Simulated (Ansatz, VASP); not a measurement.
# One calculation of CaO, two programs

```
CELL_PARAMETERS angstrom
0.00000 2.35683 2.35683
2.35683 0.00000 2.35683
2.35683 2.35683 0.00000
ATOMIC_POSITIONS crystal
Ca 0.00000 0.00000 0.00000
O 0.50000 0.50000 0.50000
```

Alike in both runs: functional LDA; k mesh 8 × 8 × 8; occupations gaussian, width 0.1 eV; no spin polarisation.

Ansatz relaxed the structure, and its values are those at the end. VASP's run is a single point on that final structure, the one shown.

```csv
,VASP,Ansatz
version,VASP 6.6.1,Ansatz 0.2.0
potentials or method,"VASP PAW LDA potentials, release 64 (Ca_sv, O), cutoff 520 eV","scalar-relativistic, plane waves, PAW"
valence electrons in the cell,16,16
```

Ansatz gave:

| Quantity | Value |
| --- | --- |
| gap on the k mesh at the Fermi level (eV) | 3.45 |
| least direct gap on the mesh (eV) | 3.81 |
| pressure (GPa) | -0.5 |

**Question.** Which values does VASP return?

**Answer.** gap on the k mesh at the Fermi level (eV): 3.42; least direct gap on the mesh (eV): 3.78; pressure (GPa): 0.5.

LDA's correlation is that of Perdew and Zunger in VASP and of Perdew and Wang (1992) in Ansatz.
